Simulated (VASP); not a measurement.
## CdF2: single point with PBEsol

The system is CdF2.

```
CELL_PARAMETERS angstrom
0.08023 2.79274 2.80416
2.79274 0.08023 2.80416
2.76520 2.76520 0.10776
ATOMIC_POSITIONS crystal
Cd 0.00801 0.00801 0.02329
F 0.23671 0.23671 0.24215
F 0.75528 0.75528 0.73456
```

This cell differs from its parent crystal: strained and its atoms moved.

| Item | Value |
| --- | --- |
| Program | VASP 6.6.1 |
| Task | single point |
| Functional | PBEsol |
| Potentials or basis | VASP PAW PBE potentials, release 64 (Cd, F) |
| Cutoff | 520 eV |
| k mesh | 8 × 8 × 8 |
| Occupations | gaussian, width 0.02 eV |
| Spin | no spin polarisation |

```
Pressure               : -2.6 GPa
Largest force          : 0.924 eV/Å
Band gap on the k mesh : 2.76 eV, indirect (least direct gap 3.22 eV)
```

Forces on the atoms (eV/Å):
```
Cd  -0.645 -0.645 -0.146
F    0.452  0.452  0.535
F    0.193  0.193 -0.389
```

Stress tensor (GPa, compression positive):
```
-2.69  1.51 -0.20
 1.51 -2.69 -0.20
-0.20 -0.20 -2.37
```

Levels at points of the mesh, in eV from the valence-band top:
| k point | band 9 | band 10 | band 11 | band 12 | band 13 | band 14 | band 15 | band 16 | band 17 | band 18 |
| --- | --- | --- | --- | --- | --- | --- | --- | --- | --- | --- |
| (0.00, 0.00, 0.00) | -0.84 | -0.75 | -0.64 | -0.57 | -0.46 | 2.76 | 12.00 | 12.36 | 12.80 | 16.85 |
| (0.50, 0.00, 0.00) | -2.07 | -1.69 | -1.47 | -0.50 | -0.34 | 6.66 | 8.78 | 13.66 | 14.25 | 16.92 |
| (0.50, 0.50, 0.00) | -2.64 | -2.45 | -0.36 | -0.17 | 0.00 | 7.44 | 9.23 | 11.52 | 13.74 | 13.86 |
| (0.00, 0.00, 0.50) | -2.05 | -1.74 | -1.58 | -0.53 | -0.40 | 6.83 | 8.97 | 13.67 | 13.99 | 16.73 |
| (0.50, 0.00, 0.50) | -2.62 | -2.52 | -0.33 | -0.12 | -0.07 | 7.46 | 9.16 | 11.57 | 13.54 | 14.01 |
| (0.50, 0.50, 0.50) | -1.90 | -1.74 | -1.57 | -0.40 | -0.26 | 6.55 | 8.75 | 13.85 | 14.47 | 17.69 |

Run time: 120 s on 1 thread of Intel(R) Xeon(R) Platinum 8259CL CPU @ 2.50GHz (Skylake/Cascade Lake), with other jobs on the host, peak memory 0.25 GiB.

Caveat: the cell differs from its parent crystal (strained and its atoms moved); the PAW data sets were made with another functional, which shifts forces and pressure a little. A k mesh can miss the band edges.
